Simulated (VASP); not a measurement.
A run of VASP 6.6.1 is set up as follows.

The input INCAR:

```
SYSTEM = Cu
PREC     = Accurate       ! precision mode
ENCUT    = 520            ! plane-wave cutoff, eV
EDIFF    = 1E-7           ! SCF threshold, eV
ISMEAR   = -1             ! smearing method
SIGMA    = 0.05           ! smearing width, eV
LREAL    = .False.        ! projectors in reciprocal space
LASPH    = .True.         ! aspherical terms in the spheres
NELM     = 100            ! most SCF steps
ALGO     = Normal         ! electronic algorithm
ISIF     = 2              ! what is computed and relaxed
LWAVE    = .False.        ! write WAVECAR
LCHARG   = .False.        ! write CHGCAR
GGA      = PS             ! functional
NBANDS   = 18             ! bands
```

File KPOINTS:

```
regular mesh
0
Gamma
  10 10 6
  0 0 0
```

POSCAR

```
Cu
1.0
    2.5340966698      0.0126704833      0.0000000000
   -1.2560753744      2.1882568500      0.0000000000
    0.0000000000      0.0000000000      4.1125710000
Cu
2
Direct
    0.6666666667      0.3333333333      0.7500000000
    0.3333333333      0.6666666667      0.2500000000
```

Potentials or basis: VASP PAW PBE potentials, release 64 (Cu).

Run with:

```console
$ cat potpaw_PBE.64/Cu/POTCAR > POTCAR
$ mpirun -np 1 vasp_std > vasp.out
```

Problem. Predict the largest force.

Solution. 0.016 eV/Å.

Problem. Predict the band gap on the k mesh.

Solution. Zero (band 11 reaches 10.94 eV, above the bottom of band 12 at 5.82 eV).

Forces in eV/Å, atoms in the order of the input:
```
Cu   0.016  0.000  0.000
Cu  -0.016  0.000  0.000
```

Caveat: the PAW data sets were made with another functional, which shifts forces and pressure a little.
